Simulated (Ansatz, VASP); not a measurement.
**Two plane-wave programs on Ga3Bi2As**

File INCAR:

```
  ALGO = Normal
  EDIFF = 1E-6
  ENCUT = 520
  GGA = PS
  ISIF = 2
  ISMEAR = 0
  LASPH = True
  LCHARG = False
  LREAL = False
  LWAVE = False
  NBANDS = 46
  NELM = 60
  PREC = Accurate
  SIGMA = 0.001
```

File KPOINTS:

```
k-points
0
Gamma
  6 6 2
```

File POSCAR:

```
Ga3Bi2As
1.0
    4.3389939450      0.0000000000      0.0000000000
   -2.1694969725      3.7576789832      0.0000000000
    0.0000000000      0.0000000000     10.6220528701
As Bi Ga
1 2 3
Direct
    0.0000000000      0.0000000000      0.0002928626
    0.3333333333      0.6666666667      0.3243475444
    0.6666666667      0.3333333333      0.6742455647
    0.3333333333      0.6666666667      0.0650415395
    0.6666666667      0.3333333333      0.4174205607
    0.0000000000      0.0000000000      0.7686519281
```

Input for Ansatz:

```yaml
crystal:
  lattice:
    - [4.338993945, 0.0, 0.0]
    - [-2.1694969725, 3.7576789832, 0.0]
    - [0.0, 0.0, 10.6220528701]
  atoms:
    - { symbol: As, position: [0.0, 0.0, 0.0002928626] }
    - { symbol: Bi, position: [0.3333333333, 0.6666666667, 0.3243475444] }
    - { symbol: Bi, position: [0.6666666667, 0.3333333333, 0.6742455647] }
    - { symbol: Ga, position: [0.3333333333, 0.6666666667, 0.0650415395] }
    - { symbol: Ga, position: [0.6666666667, 0.3333333333, 0.4174205607] }
    - { symbol: Ga, position: [0.0, 0.0, 0.7686519281] }
kpoints:
  mp_grid: { grid: [6, 6, 2] }
hamiltonian:
  xc: pbesol
scf:
  occupations: { method: gaussian, width: 0.001 }
  n_extra_bands: 5
output:
  forces: true
  stress: true
  eigenvalues: true
```

Alike in both runs: task single point; functional PBEsol; k mesh 6 × 6 × 2; occupations gaussian, width 0.001 eV; no spin polarisation.

|  | VASP | Ansatz |
| --- | --- | --- |
| version | VASP 6.6.1 | Ansatz 0.2.0 |
| potentials or method | VASP PAW PBE potentials, release 64 (As, Bi_d, Ga_d) | plane waves |
| plane-wave cutoff (eV) | 520 | 420 |
| valence electrons in the cell | 74 | 84 |

|  | VASP | Ansatz | Ansatz less VASP |
| --- | --- | --- | --- |
| pressure (GPa) | -0.3 | -0.3 | -0.01 |
| traceless stress, the component that is largest in VASP (GPa) | 0.19 | 0.18 | -0.005 |
| rms of the force components (eV/Å) | 0.030 | 0.031 | +0.0009 |

VASP's potentials were made for PBE, not for PBEsol. Atom by atom the forces differ by 0.003 eV/Å (rms over components). With one functional, cell and mesh, what is left measures potentials, basis and numerics. VASP's potentials hold 74 valence electrons a cell and Ansatz's 84, so a difference there can come from the potentials and not from the codes.

Spin-orbit coupling is off throughout.
